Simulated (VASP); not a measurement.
# YHg (Pm-3m) in VASP: notebook

YHg is run at these levels: LDA; tasks: electric field gradients.

Program: VASP 6.6.1. These are calculated values, not measurements. Logs are shortened: lines on timing, memory, paths and dates and some standing lists are left out, and cuts for length are marked.

### 1 The cell of the first run

It takes space group Pm-3m (No. 221, cubic). The conventional cell has a = 3.706 Å, b = 3.706 Å, c = 3.706 Å, α = 90.00°, β = 90.00°, γ = 90.00°. Within 4.2 Å of Y (site symmetry m-3m) lie 8 Hg at 3.21 Å and 6 Y at 3.71 Å. Hg (site symmetry m-3m) has 8 Y at 3.21 Å and 6 Hg at 3.71 Å within 4.2 Å.

### 2 Electric field gradients, LDA (volume scaled by 1.02)

INCAR reads:

```
SYSTEM = YHg
ALGO = Normal ; EDIFF = 1E-8
ENCUT = 520 ; GGA = CA
ISIF = 2 ; ISMEAR = -1
LASPH = .TRUE. ; LCHARG = .FALSE.
LEFG = .TRUE. ; LREAL = .FALSE.
LWAVE = .FALSE. ; NBANDS = 18
NELM = 60 ; PREC = Accurate
SIGMA = 0.08
```

KPOINTS reads:

```
k-points
0
G
  11 11 11
  0 0 0
```

POSCAR reads:

```
YHg
1.0
    3.7063848166      0.0000000000      0.0000000000
    0.0000000000      3.7063848166      0.0000000000
    0.0000000000      0.0000000000      3.7063848166
Y Hg
1 1
Direct
    0.5000000000      0.5000000000      0.5000000000
    0.0000000000      0.0000000000      0.0000000000
```

Potentials or basis: VASP PAW LDA potentials, release 64 (Y_sv, Hg).

Run with:

```
$ cat potpaw_LDA.64/Y_sv/POTCAR potpaw_LDA.64/Hg/POTCAR > POTCAR
$ mpirun -np 1 vasp_std > vasp.out
```

OUTCAR:

```text
SYSTEM = YHg
   EDIFF = 1E-8
   ENCUT = 520
   GGA = CA
   ISIF = 2
   ISMEAR = -1
   LASPH = .TRUE.
   LREAL = .FALSE.
   NELM = 60
   PREC = Accurate

 ion  position               nearest neighbor table
   1  0.500  0.500  0.500-   2 3.21   2 3.21   2 3.21   2 3.21   2 3.21   2 3.21   2 3.21   2 3.21

   2  0.000  0.000  0.000-   1 3.21   1 3.21   1 3.21   1 3.21   1 3.21   1 3.21   1 3.21   1 3.21

  LATTYP: Found a simple cubic cell.
 ALAT       =     3.7063848166

  Lattice vectors:

 A1 = (   3.7063848166,   0.0000000000,   0.0000000000)
 A2 = (   0.0000000000,   3.7063848166,   0.0000000000)
 A3 = (   0.0000000000,   0.0000000000,   3.7063848166)

Analysis of symmetry for initial positions (statically):
=====================================================================
 Subroutine PRICEL returns:
 Original cell was already a primitive cell.

 Routine SETGRP: Setting up the symmetry group for a
 simple cubic supercell.

 Subroutine GETGRP returns: Found 48 space group operations
 (whereof 48 operations were pure point group operations)
 out of a pool of 48 trial point group operations.

The static configuration has the point symmetry O_h .

Analysis of symmetry for dynamics (positions and initial velocities):
=====================================================================
 Subroutine PRICEL returns:
 Original cell was already a primitive cell.

 Routine SETGRP: Setting up the symmetry group for a
 simple cubic supercell.

 Subroutine GETGRP returns: Found 48 space group operations
 (whereof 48 operations were pure point group operations)
 out of a pool of 48 trial point group operations.

The dynamic configuration has the point symmetry O_h .

 Subroutine INISYM returns: Found 48 space group operations
 (whereof 48 operations are pure point group operations),
 and found     1 'primitive' translations

----------------------------------------------------------------------------------------

                                     Primitive cell

  volume of cell :      50.9157

  direct lattice vectors                    reciprocal lattice vectors
     3.706384817  0.000000000  0.000000000     0.269804688  0.000000000  0.000000000
     0.000000000  3.706384817  0.000000000     0.000000000  0.269804688  0.000000000
     0.000000000  0.000000000  3.706384817     0.000000000  0.000000000  0.269804688

  length of vectors
     3.706384817  3.706384817  3.706384817     0.269804688  0.269804688  0.269804688

  position of ions in fractional coordinates (direct lattice)
     0.500000000  0.500000000  0.500000000
     0.000000000  0.000000000  0.000000000

  ion indices of the primitive-cell ions
   primitive index   ion index
                 1           1
                 2           2

----------------------------------------------------------------------------------------

 KPOINTS: k-points

Automatic generation of k-mesh.
 Grid dimensions read from file:
 generate k-points for:   11   11   11

 Generating k-lattice:

  Cartesian coordinates                     Fractional coordinates (reciprocal lattice)
     0.024527699  0.000000000  0.000000000     0.090909091  0.000000000  0.000000000
     0.000000000  0.024527699  0.000000000     0.000000000  0.090909091  0.000000000
     0.000000000  0.000000000  0.024527699     0.000000000  0.000000000  0.090909091

  Length of vectors
     0.024527699  0.024527699  0.024527699

  Shift w.r.t. Gamma in fractional coordinates (k-lattice)
     0.000000000  0.000000000  0.000000000

 Subroutine IBZKPT returns following result:
 ===========================================

 Found     56 irreducible k-points:

 Following reciprocal coordinates:
            Coordinates               Weight
  0.000000  0.000000  0.000000      1.000000
  0.090909  0.000000  0.000000      6.000000
  0.181818  0.000000  0.000000      6.000000
  0.272727  0.000000  0.000000      6.000000
  0.363636  0.000000  0.000000      6.000000
  0.454545  0.000000  0.000000      6.000000
[... 16 lines left out ...]
  0.181818  0.090909  0.090909     24.000000
  0.272727  0.090909  0.090909     24.000000
 [... further k-points ...]
   k-points           NKPTS =     56   k-points in BZ     NKDIM =     56   number of bands    NBANDS=     18
   number of dos      NEDOS =    301   number of ions     NIONS =      2
   total plane-waves  NPLWV =  21952
   dimension x,y,z NGX =    28 NGY =   28 NGZ =   28
   dimension x,y,z NGXF=    56 NGYF=   56 NGZF=   56
   ions per type =               1   1
   NGX,Y,Z   is equivalent  to a cutoff of  12.56, 12.56, 12.56 a.u.
   NGXF,Y,Z  is equivalent  to a cutoff of  25.12, 25.12, 25.12 a.u.
 SYSTEM =  YHg
   PREC   = accura    normal or accurate (medium, high low for compatibility)
   ISTART =      0    job   : 0-new  1-cont  2-samecut
   ICHARG =      2    charge: 1-file 2-atom 10-const
   ISPIN  =      1    spin polarized calculation?
   LNONCOLLINEAR =      F non collinear calculations
   LSORBIT =      F    spin-orbit coupling
   LASPH  =      T    aspherical Exc in radial PAW
   ENCUT  =  520.0 eV  38.22 Ry    6.18 a.u.   6.89  6.89  6.89*2*pi/ulx,y,z
   NELM   =     60;   NELMIN=  2; NELMDL= -5     # of ELM steps
   EDIFF  = 0.1E-07   stopping-criterion for ELM
   LREAL  =      F    real-space projection
   EDIFFG = 0.1E-06   stopping-criterion for IOM
   NSW    =      0    number of steps for IOM
   IBRION =     -1    ionic relax: 0-MD 1-quasi-New 2-CG
   NFREE  =      0    steps in history (QN), initial steepest desc. (CG)
   ISIF   =      2    stress and relaxation
   ISYM   =      2    0-nonsym 1-usesym 2-fastsym
   POTIM  = 0.5000    time-step for ionic-motion
   TEBEG  =    0.0;   TEEND  =   0.0 temperature during run
   PSTRESS=    0.0 pullay stress
   NELECT =      23.0000    total number of electrons
   NUPDOWN=      -1.0000    fix difference up-down
   EMIN   =  10.00;   EMAX   =-10.00  energy-range for DOS
   EFERMI =   0.00;   METHOD = LEGACY
   ISMEAR =    -1;   SIGMA  =   0.08  broadening in eV -4-tet -1-fermi 0-gaus
   EFERMI_NEDOS =   21; number of points for ismear=-14 and -15
   IALGO  =     38    algorithm
   IMIX   =      4    mixing-type and parameters
     AMIX     =   0.40;   BMIX     =  1.00
     AMIX_MAG =   1.60;   BMIX_MAG =  1.00
  volume/ion in A,a.u.               =      25.46       171.80
  Fermi-wavevector in a.u.,A,eV,Ry     =   1.256127  2.373736 21.468026  1.577855
  Thomas-Fermi vector in A             =   2.389850
   LORBIT       =      0    0 simple, 1 ext, 2 COOP (PROOUT), +10 PAW based schemes
   GGA     = CA    functional components
   LHFCALC =     F    Hartree Fock is set to
   AEXX    =    0.0000 exact exchange contribution
   IVDW    =     0    specifies the selected vdW correction
   LEPSILON=     F    determine dielectric tensor
   LRPA    =     F    only Hartree local field effects (RPA)
 non-spin polarized calculation
  energy-cutoff  :      520.00
  volume of cell :       50.92
 maximum number of plane-waves:      1390
 NGX is ok and might be reduce to    28
   NGX = 13   NGY = 13   NGZ = 13

 number of electron      23.0000006 magnetization

 Free energy of the ion-electron system (eV)
  ---------------------------------------------------
  ext. energy  EPLUGINS =         0.00000000
  ---------------------------------------------------
  free energy    TOTEN  =        -9.18155731 eV

  energy without entropy =       -9.13649455  energy(sigma->0) =       -9.15902593

 E-fermi :   3.7064     XC(G=0): -10.7741

 val. band max:        3.6690351438   @ k =   0.1818   0.1818   0.0909
 cond. band min:       3.7115438424   @ k =   0.3636   0.2727   0.0000
 fundamental gap:      0.0425086986
 Fermi energy:         3.7063585341

 k-point     1 :       0.0000    0.0000    0.0000
  band No.  band energies     occupation
      1     -39.2621      2.00000
      2     -19.2654      2.00000
      3     -19.2654      2.00000
      4     -19.2654      2.00000
      5      -4.1911      2.00000
      6      -3.9951      2.00000
[... 10 lines left out ...]
     17       8.0914      0.00000
     18       8.0914      0.00000
[... 463 lines left out ...]
 k-point    24 :       0.2727    0.0909    0.0909
  band No.  band energies     occupation
      1     -39.2510      2.00000
      2     -19.4038      2.00000
      3     -19.2736      2.00000
      4     -19.2721      2.00000
      5      -3.8564      2.00000
      6      -3.7355      2.00000
[... 10 lines left out ...]
     17      10.0929      0.00000
     18      11.0280      0.00000

 [... further k-points ...]

------------------------ aborting loop because EDIFF is reached ----------------------------------------

  FORCE on cell =-STRESS in cart. coord.  units (eV):
  Direction    XX          YY          ZZ          XY          YZ          ZX
  --------------------------------------------------------------------------------------
  -------------------------------------------------------------------------------------
  Total       -1.4368802     -1.4368802     -1.4368802      0.0000000      0.0000000     -0.0000000
  in kB      -45.2146975    -45.2146975    -45.2146975      0.0000000      0.0000000     -0.0000000
  external PRESSURE =     -45.2146975 kB  Pullay stress =       0.0000000 kB

 VOLUME and BASIS-vectors are now :
 -----------------------------------------------------------------------------
  energy-cutoff  :      520.00
  volume of cell :       50.92
      direct lattice vectors                 reciprocal lattice vectors
     3.706384817  0.000000000  0.000000000     0.269804688  0.000000000  0.000000000
     0.000000000  3.706384817  0.000000000     0.000000000  0.269804688  0.000000000
     0.000000000  0.000000000  3.706384817     0.000000000  0.000000000  0.269804688

 POSITION                                       TOTAL-FORCE (eV/Angst)
 -----------------------------------------------------------------------------------
      1.85319      1.85319      1.85319         0.000000      0.000000      0.000000
      0.00000      0.00000      0.00000         0.000000      0.000000      0.000000
 -----------------------------------------------------------------------------------
    total drift:                               -0.000000      0.000000      0.000000

  FREE ENERGIE OF THE ION-ELECTRON SYSTEM (eV)
  ---------------------------------------------------
  free  energy   TOTEN  =        -9.1815573082 eV

  energy  without entropy=       -9.1364945530  energy(sigma->0) =       -9.15902593

 Electric field gradients (V/A^2)
---------------------------------------------------------------------
 ion       V_xx      V_yy      V_zz      V_xy      V_xz      V_yz
---------------------------------------------------------------------
   1      -0.000     0.000    -0.000     0.000     0.000     0.000
   2      -0.000    -0.000    -0.000     0.000     0.000    -0.000
---------------------------------------------------------------------

 Electric field gradients after diagonalization (V/A^2)
 (convention: |V_zz| > |V_xx| > |V_yy|)
----------------------------------------------------------------------
 ion       V_xx      V_yy      V_zz     asymmetry (V_yy - V_xx)/ V_zz
----------------------------------------------------------------------
   1       0.000    -0.000    -0.000       0.371
   2      -0.000    -0.000    -0.000      -0.159
----------------------------------------------------------------------

           NMR quadrupolar parameters

 Cq : quadrupolar parameter    Cq=e*Q*V_zz/h
 eta: asymmetry parameters     (V_yy - V_xx)/ V_zz
 Q  : nuclear electric quadrupole moment in mb (millibarn)
----------------------------------------------------------------------
 ion       Cq(MHz)       eta       Q (mb)
----------------------------------------------------------------------
   1      -0.000       0.371       1.000
   2      -0.000      -0.159       1.000
----------------------------------------------------------------------
```

Run time: 16 s. Hardware: 1 thread of Intel Xeon 6975P-C (Granite Rapids), shared host; peak memory 0.19 GiB.

What came out:

```
Free energy : -9.1816 eV
Pressure    : -4.5 GPa
```

Caveat: without QUAD_EFG the Cq values of the log hold for a quadrupole moment of 1 mb, not for the nuclei; spin-orbit coupling is left out, which moves the levels of the heavy elements.

### 3 Electric field gradients, LDA (volume scaled by 1.02)

INCAR reads:

```
PREC = Accurate ; ENCUT = 520
EDIFF = 1E-8 ; ISMEAR = -1
SIGMA = 0.08 ; LREAL = F
LASPH = T ; NELM = 80
ALGO = Normal ; ISIF = 2
LWAVE = F ; LCHARG = F
GGA = CA ; LEFG = T
NBANDS = 18
```

KPOINTS reads:

```
regular mesh
0
Gamma
  11 11 11
```

POSCAR is that of step 2.

Potentials or basis: VASP PAW LDA potentials, release 64 (Y_sv, Hg).

Run with:

```
$ cat potpaw_LDA.64/Y_sv/POTCAR potpaw_LDA.64/Hg/POTCAR > POTCAR
$ mpirun -np 1 vasp_std > vasp.out
```

OUTCAR:

```text
PREC = Accurate
   ENCUT = 520
   EDIFF = 1E-8
   ISMEAR = -1
   LREAL = F
   LASPH = T
   NELM = 80
   ISIF = 2
   GGA = CA

 ion  position               nearest neighbor table
   1  0.500  0.500  0.500-   2 3.21   2 3.21   2 3.21   2 3.21   2 3.21   2 3.21   2 3.21   2 3.21

   2  0.000  0.000  0.000-   1 3.21   1 3.21   1 3.21   1 3.21   1 3.21   1 3.21   1 3.21   1 3.21

  LATTYP: Found a simple cubic cell.
 ALAT       =     3.7063848166

  Lattice vectors:

 A1 = (   3.7063848166,   0.0000000000,   0.0000000000)
 A2 = (   0.0000000000,   3.7063848166,   0.0000000000)
 A3 = (   0.0000000000,   0.0000000000,   3.7063848166)

Analysis of symmetry for initial positions (statically):
=====================================================================
 Subroutine PRICEL returns:
 Original cell was already a primitive cell.

 Routine SETGRP: Setting up the symmetry group for a
 simple cubic supercell.

 Subroutine GETGRP returns: Found 48 space group operations
 (whereof 48 operations were pure point group operations)
[... 693 lines left out ...]
     0.000000000  3.706384817  0.000000000     0.000000000  0.269804688  0.000000000
     0.000000000  0.000000000  3.706384817     0.000000000  0.000000000  0.269804688

 POSITION                                       TOTAL-FORCE (eV/Angst)
 -----------------------------------------------------------------------------------
      1.85319      1.85319      1.85319         0.000000      0.000000      0.000000
      0.00000      0.00000      0.00000         0.000000      0.000000      0.000000
 -----------------------------------------------------------------------------------
    total drift:                               -0.000000      0.000000      0.000000

  FREE ENERGIE OF THE ION-ELECTRON SYSTEM (eV)
  ---------------------------------------------------
  free  energy   TOTEN  =        -9.1815573082 eV

  energy  without entropy=       -9.1364945530  energy(sigma->0) =       -9.15902593

 Electric field gradients (V/A^2)
---------------------------------------------------------------------
 ion       V_xx      V_yy      V_zz      V_xy      V_xz      V_yz
---------------------------------------------------------------------
   1      -0.000     0.000    -0.000     0.000     0.000     0.000
   2      -0.000    -0.000    -0.000     0.000     0.000    -0.000
---------------------------------------------------------------------

 Electric field gradients after diagonalization (V/A^2)
 (convention: |V_zz| > |V_xx| > |V_yy|)
----------------------------------------------------------------------
 ion       V_xx      V_yy      V_zz     asymmetry (V_yy - V_xx)/ V_zz
----------------------------------------------------------------------
   1       0.000    -0.000    -0.000       0.371
   2      -0.000    -0.000    -0.000      -0.159
----------------------------------------------------------------------

           NMR quadrupolar parameters

 Cq : quadrupolar parameter    Cq=e*Q*V_zz/h
 eta: asymmetry parameters     (V_yy - V_xx)/ V_zz
 Q  : nuclear electric quadrupole moment in mb (millibarn)
----------------------------------------------------------------------
 ion       Cq(MHz)       eta       Q (mb)
----------------------------------------------------------------------
   1      -0.000       0.371       1.000
   2      -0.000      -0.159       1.000
----------------------------------------------------------------------
```

Run time: 16 s. Hardware: 1 thread of Intel Xeon 6975P-C (Granite Rapids), shared host; peak memory 0.19 GiB.

Results:

```yaml
Free_energy: -9.1816 eV
Pressure: -4.5 GPa
```

Levels at points of the mesh, in eV from the Fermi level:
```
           k point  band 8  band 9  band 10  band 11  band 12  band 13  band 14  band 15
(0.00, 0.00, 0.00)   -7.16   -7.16    -7.16     0.25     0.25     3.71     3.71     3.71
```

Caveat: without QUAD_EFG the Cq values of the log hold for a quadrupole moment of 1 mb, not for the nuclei; spin-orbit coupling is left out, which moves the levels of the heavy elements.

[end of part 1 of 3]
